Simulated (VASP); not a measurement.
Here is a VASP 6.6.1 calculation.

The input INCAR:

```
SYSTEM = TaN
PREC = Accurate
ENCUT = 600
EDIFF = 1E-6
ISMEAR = 0
SIGMA = 0.15
LREAL = .False.
LASPH = .True.
NELM = 120
ALGO = Normal
ISIF = 2
LWAVE = .False.
LCHARG = .False.
GGA = PE
NBANDS = 15
GGA_COMPAT = .False.
```

File KPOINTS:

```
regular mesh
0
Gamma
  12 12 10
  0 0 0
```

The input POSCAR:

```
TaN
1.0
    2.9380000000      0.0000000000      0.0000000000
   -1.4690000000      2.5443826363      0.0000000000
    0.0000000000      0.0000000000      2.8830000000
Ta N
1 1
Direct
    0.0000000000      0.0000000000      0.5000000000
    0.6666666667      0.3333333333      0.0000000000
```

Potentials or basis: VASP PAW PBE potentials, release 64 (Ta_pv, N).

Launch:

```console
$ cat potpaw_PBE.64/Ta_pv/POTCAR potpaw_PBE.64/N/POTCAR > POTCAR
$ mpirun -np 1 vasp_std > vasp.out
```

(1) What does it give for the band gap on the k mesh?

(2) Estimate the pressure.

## Answers

(1) zero (bands 8 and 9 overlap by 0.50 eV).

(2) 5.3 GPa.

Caveat: the cell stands under pressure; spin-orbit coupling is left out, which moves the levels of the heavy elements.
